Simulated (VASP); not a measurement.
A run of VASP 6.6.1:

INCAR

```
SYSTEM = Si
  ALGO = Normal
  EDIFF = 1E-7
  EDIFFG = -0.002
  ENCUT = 600
  GGA = PS
  IBRION = 2
  ISIF = 3
  ISMEAR = 0
  LASPH = .TRUE.
  LCHARG = .FALSE.
  LREAL = .FALSE.
  LWAVE = .FALSE.
  NELM = 60
  NSW = 100
  PREC = Accurate
  PSTRESS = 40.0
  SIGMA = 0.01
```

The input KPOINTS:

```
k-points
0
G
  8 8 8
  0 0 0
```

File POSCAR:

```
Si
1.0
    2.7168096183      2.7168096183      0.0000000000
   -2.7168096183      2.7168096183      0.0000000000
    0.0000000000      2.7168096183      2.7168096183
Si
2
Direct
    0.2500000000      0.7500000000      0.5000000000
    0.0000000000      0.0000000000      0.0000000000
```

Potentials or basis: VASP PAW PBE potentials, release 64 (Si).

Command:

```console
$ cat potpaw_PBE.64/Si/POTCAR > POTCAR
$ mpirun -np 1 vasp_std > vasp.out
```

Hardware: 1 thread of Intel Xeon 8259CL (shared host).

Problem. How long does it take, and how much memory?

Solution. Run time: 30 s on 1 thread of Intel Xeon 8259CL (shared host), peak memory 0.17 GiB. Counts: scf iterations 27, k points 29, ion steps 3.
